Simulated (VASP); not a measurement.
Input of a VASP 6.6.1 run:

The input INCAR:

```
ALGO = Normal
EDIFF = 1E-8
ENCUT = 520
GGA = CA
ISIF = 2
ISMEAR = -1
LASPH = True
LCHARG = False
LEFG = True
LREAL = False
LWAVE = False
NBANDS = 11
NELM = 80
PREC = Accurate
SIGMA = 0.05
```

File KPOINTS:

```
k-points
0
Gamma
  12 12 9
```

Contents of POSCAR:

```
MgB2
1.0
    3.0952499526      0.0000000000      0.0000000000
   -1.5476249763      2.6805650900      0.0000000000
    0.0000000000      0.0000000000      3.5347044049
Mg B
1 2
Direct
    0.0000000000      0.0000000000      0.0000000000
    0.3333333333      0.6666666667      0.5000000000
    0.6666666667      0.3333333333      0.5000000000
```

Potentials or basis: VASP PAW LDA potentials, release 64 (Mg, B).

Run with:

```bash
$ cat potpaw_LDA.64/Mg/POTCAR potpaw_LDA.64/B/POTCAR > POTCAR
$ mpirun -np 1 vasp_std > vasp.out
```

Question: Estimate the pressure.

Answer: -9.5 GPa.

Question: What does it give for the band gap on the k mesh?

Answer: Zero (band 4 reaches 6.92 eV, above the bottom of band 5 at 3.25 eV).

Stress tensor (GPa, compression positive):
```
-10.09   0.00   0.00
  0.00 -10.09   0.00
  0.00   0.00  -8.35
```

Caveat: without QUAD_EFG the Cq values of the log hold for a quadrupole moment of 1 mb, not for the nuclei.
